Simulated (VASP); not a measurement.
Wanted: the native input for a VASP 6.6.1 run.

```yaml
Task: single point
Functional: PBE
Potentials_or_basis: VASP PAW PBE potentials, release 64 (Ti_sv, B, Os)
Cutoff: 520 eV
k_mesh: 6 × 6 × 4
Occupations: gaussian, width 0.1 eV
Spin: no spin polarisation
Dipole_correction: no
Further_INCAR_settings: ALGO = Normal; EDIFF = 1e-06; NBANDS = 27
```

The structure of Ti2B2Os lies in POSCAR:

```
Ti2B2Os
1.0
    3.9691148495      0.0000000000      0.0000000000
   -1.9845574247      3.4373542902      0.0000000000
    0.0000000000      0.0000000000      4.3813949489
Ti B Os
2 2 1
Direct
    0.3333333333      0.6666666667      0.5000000000
    0.6666666667      0.3333333333      0.5000000000
    0.3333333333      0.6666666667      0.0000000000
    0.6666666667      0.3333333333      0.0000000000
    0.0000000000      0.0000000000      0.0000000000
```

The cell was generated, and may not be a known phase.

The input as run:

INCAR

```
SYSTEM = Ti2B2Os
  PREC = Accurate
  ENCUT = 520
  EDIFF = 1E-6
  ISMEAR = 0
  SIGMA = 0.1
  LREAL = .False.
  LASPH = .True.
  NELM = 80
  ALGO = Normal
  ISIF = 2
  LWAVE = .False.
  LCHARG = .False.
  GGA = PE
  NBANDS = 27
```

KPOINTS

```
Automatic mesh
0
Gamma
  6 6 4
  0 0 0
```

Potentials or basis: VASP PAW PBE potentials, release 64 (Ti_sv, B, Os).

The run is started by

```bash
$ cat potpaw_PBE.64/Ti_sv/POTCAR potpaw_PBE.64/B/POTCAR potpaw_PBE.64/Os/POTCAR > POTCAR
$ mpirun -np 1 vasp_std > vasp.out
```

It gave:

| Quantity | Value |
| --- | --- |
| Pressure | 0.2 GPa |
| Band gap on the k mesh | zero (bands 19 and 20 overlap by 1.09 eV) |

Caveat: spin-orbit coupling is left out, which moves the levels of the heavy elements.

Wall time 93 s on 1 thread of Intel Xeon 8259CL, on a shared host, peak memory 0.2 GiB.
